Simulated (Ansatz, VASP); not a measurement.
# CdF2: VASP beside Ansatz

INCAR

```
SYSTEM = CdF2
PREC = Accurate ; ENCUT = 520
EDIFF = 1E-6 ; ISMEAR = 0
SIGMA = 0.02 ; LREAL = .FALSE.
LASPH = .TRUE. ; NELM = 100
ALGO = Normal ; ISIF = 2
LWAVE = .FALSE. ; LCHARG = .TRUE.
GGA = PE ; IVDW = 12
LELF = .TRUE. ; LVHAR = .TRUE.
NBANDS = 20
```

File KPOINTS:

```
Automatic mesh
0
G
  8 8 8
  0 0 0
```

POSCAR

```
CdF2
1.0
    0.0000000000      2.6666693433      2.6666693433
    2.6666693433      0.0000000000      2.6666693433
    2.6666693433      2.6666693433      0.0000000000
Cd F
1 2
Direct
    0.0000000000      0.0000000000      0.0000000000
    0.2500000000      0.2500000000      0.2500000000
    0.7500000000      0.7500000000      0.7500000000
```

Input for Ansatz:

```yaml
crystal:
  lattice:
    - [0.0, 2.6666693433, 2.6666693433]
    - [2.6666693433, 0.0, 2.6666693433]
    - [2.6666693433, 2.6666693433, 0.0]
  atoms:
    - { symbol: Cd, position: [0.0, 0.0, 0.0] }
    - { symbol: F, position: [0.25, 0.25, 0.25] }
    - { symbol: F, position: [0.75, 0.75, 0.75] }
basis:
  ecutwfc: 420
kpoints:
  mp_grid: { grid: [8, 8, 8] }
hamiltonian:
  xc: pbe
  dispersion: d3bj
scf:
  occupations: { method: gaussian, width: 0.02 }
output:
  forces: true
  stress: true
  eigenvalues: true
```

Alike in both runs: task single point; functional PBE; dispersion D3(BJ); k mesh 8 × 8 × 8; occupations gaussian, width 0.02 eV; no spin polarisation.

```csv
,VASP,Ansatz
version,VASP 6.6.1,Ansatz 0.2.0
potentials or method,"VASP PAW PBE potentials, release 64 (Cd, F), cutoff 520 eV","scalar-relativistic, plane waves, PAW"
valence electrons in the cell,26,34
```

Ansatz gave:

| Property | Result |
| --- | --- |
| gap on the k mesh at the Fermi level (eV) | 3.21 |
| least direct gap on the mesh (eV) | 3.67 |
| pressure (GPa) | 7.1 |

**Question.** Estimate VASP's values.

**Answer.** gap on the k mesh at the Fermi level (eV): 3.18; least direct gap on the mesh (eV): 3.64; pressure (GPa): 8.0.

VASP's potentials hold 26 valence electrons a cell and Ansatz's 34, so a difference there can come from the potentials and not from the codes.
